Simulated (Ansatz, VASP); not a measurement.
One calculation of NaF, two programs

Contents of INCAR:

```
PREC = Accurate ; ENCUT = 520
EDIFF = 1E-6 ; ISMEAR = 0
SIGMA = 0.05 ; LREAL = F
LASPH = T ; NELM = 80
ALGO = Normal ; ISIF = 2
LWAVE = F ; LCHARG = F
NBANDS = 14
```

KPOINTS

```
regular mesh
0
Gamma
  8 8 8
```

File POSCAR:

```
NaF
1.0
    0.0000000000      2.3813825000      2.3233000000
    2.3813825000      0.0000000000      2.3233000000
    2.3813825000      2.3813825000      0.0000000000
Na F
1 1
Direct
    0.0000000000      0.0000000000      0.0000000000
    0.5000000000      0.5000000000      0.5000000000
```

Input for Ansatz:

```yaml
crystal:
  lattice:
    - [0.0, 2.3813825, 2.3233]
    - [2.3813825, 0.0, 2.3233]
    - [2.3813825, 2.3813825, 0.0]
  atoms:
    - { symbol: Na, position: [0.0, 0.0, 0.0] }
    - { symbol: F, position: [0.5, 0.5, 0.5] }
basis:
  ecutwfc: 420
kpoints:
  mp_grid: { grid: [8, 8, 8] }
hamiltonian:
  xc: lda
scf:
  occupations: { method: gaussian, width: 0.05 }
output:
  forces: true
  stress: true
  eigenvalues: true
```

Change from the starting cell: strain +0.025 along x and y, +0.000 along z, atoms carried along.

Alike in both runs: task single point; functional LDA; k mesh 8 × 8 × 8; occupations gaussian, width 0.05 eV; no spin polarisation.

|  | VASP | Ansatz |
| --- | --- | --- |
| version | VASP 6.6.1 | Ansatz 0.2.0 |
| potentials or method | VASP PAW LDA potentials, release 64 (Na_pv, F), cutoff 520 eV | scalar-relativistic, plane waves, PAW |
| valence electrons in the cell | 14 | 16 |

```csv
,VASP,Ansatz,Ansatz less VASP
gap on the k mesh at the Fermi level (eV),5.66,5.68,+0.021
least direct gap on the mesh (eV),5.66,5.68,+0.021
pressure (GPa),-6.3,-6.2,+0.11
"traceless stress, the component that is largest in VASP (GPa)",0.79,0.76,-0.032
```

LDA's correlation is that of Perdew and Zunger in VASP and of Perdew and Wang (1992) in Ansatz. VASP's potentials hold 14 valence electrons a cell and Ansatz's 16, so a difference there can come from the potentials and not from the codes.
